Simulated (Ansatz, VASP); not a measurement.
Two plane-wave programs on AlN

The input POSCAR:

```
AlN
1.0
    2.1839935596     -2.1839935596      0.0000000000
    2.1839935596      0.0000000000     -2.1839935596
    8.7359742384      8.7359742384      8.7359742384
Al N
6 6
Direct
    0.6666666667      0.6666666667      0.1666666667
    0.0000000000      0.0000000000      0.0000000000
    0.3333333333      0.3333333333      0.3333333333
    0.6666666667      0.6666666667      0.6666666667
    0.0000000000      0.0000000000      0.5000000000
    0.3333333333      0.3333333333      0.8333333333
    0.6666666667      0.6666666667      0.5416666667
    1.0000000000      1.0000000000      0.3750000000
    0.3333333333      0.3333333333      0.7083333333
    0.6666666667      0.6666666667      0.0416666667
    0.0000000000      0.0000000000      0.8750000000
    0.3333333333      0.3333333333      0.2083333333
```

The input INCAR.step1:

```
SYSTEM = AlN
PREC = Accurate
ENCUT = 520
ISMEAR = 0
SIGMA = 0.05
LREAL = .False.
LASPH = .True.
NELM = 60
NBANDS = 36
GGA = PE
ALGO = Normal
EDIFF = 1E-4
LWAVE = .True.
LCHARG = .False.
```

INCAR.step2

```
SYSTEM = AlN
PREC = Accurate
ENCUT = 520
EDIFF = 1E-7
ISMEAR = 0
SIGMA = 0.05
LREAL = .False.
LASPH = .True.
NELM = 60
ALGO = Normal
ISIF = 2
LWAVE = .False.
LCHARG = .False.
METAGGA = R2SCAN
LMIXTAU = .True.
NBANDS = 36
ISTART = 1
```

File KPOINTS:

```
Automatic mesh
0
Gamma
  8 8 2
  0 0 0
```

Input for Ansatz:

```yaml
crystal:
  lattice:
    - [2.1839935596, -2.1839935596, 0.0]
    - [2.1839935596, 0.0, -2.1839935596]
    - [8.7359742384, 8.7359742384, 8.7359742384]
  atoms:
    - { symbol: Al, position: [0.6666666667, 0.6666666667, 0.1666666667] }
    - { symbol: Al, position: [0.0, 0.0, 0.0] }
    - { symbol: Al, position: [0.3333333333, 0.3333333333, 0.3333333333] }
    - { symbol: Al, position: [0.6666666667, 0.6666666667, 0.6666666667] }
    - { symbol: Al, position: [0.0, 0.0, 0.5] }
    - { symbol: Al, position: [0.3333333333, 0.3333333333, 0.8333333333] }
    - { symbol: "N", position: [0.6666666667, 0.6666666667, 0.5416666667] }
    - { symbol: "N", position: [1.0, 1.0, 0.375] }
    - { symbol: "N", position: [0.3333333333, 0.3333333333, 0.7083333333] }
    - { symbol: "N", position: [0.6666666667, 0.6666666667, 0.0416666667] }
    - { symbol: "N", position: [0.0, 0.0, 0.875] }
    - { symbol: "N", position: [0.3333333333, 0.3333333333, 0.2083333333] }
basis:
  ecutwfc: 500
kpoints:
  mp_grid: { grid: [8, 8, 2] }
hamiltonian:
  xc: r2scan
scf:
  occupations: { method: gaussian, width: 0.05 }
output:
  forces: true
  stress: true
  eigenvalues: true
```

Alike in both runs: task single point; functional r2SCAN; k mesh 8 × 8 × 2; occupations gaussian, width 0.05 eV; no spin polarisation.

|  | VASP | Ansatz |
| --- | --- | --- |
| version | VASP 6.6.1 | Ansatz 0.2.0 |
| potentials or method | VASP PAW PBE potentials, release 64 (Al, N), cutoff 520 eV | scalar-relativistic, plane waves, PAW |
| valence electrons in the cell | 48 | 48 |

|  | VASP | Ansatz | Ansatz less VASP |
| --- | --- | --- | --- |
| gap on the k mesh at the Fermi level (eV) | 3.93 | 3.94 | +0.007 |
| least direct gap on the mesh (eV) | 4.42 | 4.43 | +0.010 |
| pressure (GPa) | -0.1 | 0.3 | +0.39 |

VASP's potentials were made for PBE, not for r2SCAN.
